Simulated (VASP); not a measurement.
Input of a VASP 6.6.1 run:

The input INCAR:

```
  ALGO = Normal
  EDIFF = 1E-6
  ENCUT = 520
  GGA = PE
  ISIF = 2
  ISMEAR = 0
  LASPH = T
  LCHARG = F
  LREAL = F
  LWAVE = F
  NBANDS = 16
  NELM = 60
  PREC = Accurate
  SIGMA = 0.02
```

KPOINTS

```
k-points
0
Gamma
  6 6 4
```

Contents of POSCAR:

```
MgS
1.0
    2.8486069961      2.8486069961      0.0000000000
   -2.8486069961      2.8486069961      0.0000000000
    0.3625684783      0.3625684783      5.6972139921
Mg S
2 2
Direct
    0.0116435715      0.0000000000     -0.0010159079
    0.5116435715      0.5000000000      0.4989840921
    0.4883564285      0.0000000000      0.2510159079
   -0.0116435715      0.5000000000      0.7510159079
```

Potentials or basis: VASP PAW PBE potentials, release 64 (Mg, S).

Run with:

```bash
$ cat potpaw_PBE.64/Mg/POTCAR potpaw_PBE.64/S/POTCAR > POTCAR
$ mpirun -np 1 vasp_std > vasp.out
```

(1) Estimate the band gap on the k mesh.

(2) Predict the pressure.

## Answers

(1) 3.01 eV.

(2) -0.3 GPa.

Caveat: the cell differs from its parent crystal (shear of c along a, cell held: +9.0 %, then relaxed in part).
